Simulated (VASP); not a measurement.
A run of VASP 6.6.1 is set up as follows.

INCAR

```
PREC = Accurate
ENCUT = 520
EDIFF = 1E-6
ISMEAR = -1
SIGMA = 0.05
LREAL = F
LASPH = T
NELM = 100
ALGO = Normal
ISIF = 2
LWAVE = F
LCHARG = F
NBANDS = 16
```

The input KPOINTS:

```
regular mesh
0
Gamma
  7 7 7
```

POSCAR

```
HgTe
1.0
    0.0000000000      3.2775454177      3.2775454177
    3.2775454177      0.0000000000      3.2775454177
    3.2775454177      3.2775454177      0.0000000000
Hg Te
1 1
Direct
    0.0000000000      0.0000000000      0.0000000000
    0.7500000000      0.7500000000      0.7500000000
```

Potentials or basis: VASP PAW LDA potentials, release 64 (Hg, Te).

The run is started by

```bash
$ cat potpaw_LDA.64/Hg/POTCAR potpaw_LDA.64/Te/POTCAR > POTCAR
$ mpirun -np 1 vasp_std > vasp.out
```

**Question.** Estimate the pressure.

**Answer.** -2.1 GPa.

**Question.** Estimate the band gap on the k mesh.

**Answer.** Zero (filled and empty bands touch).

Caveat: spin-orbit coupling is left out, which moves the levels of the heavy elements.
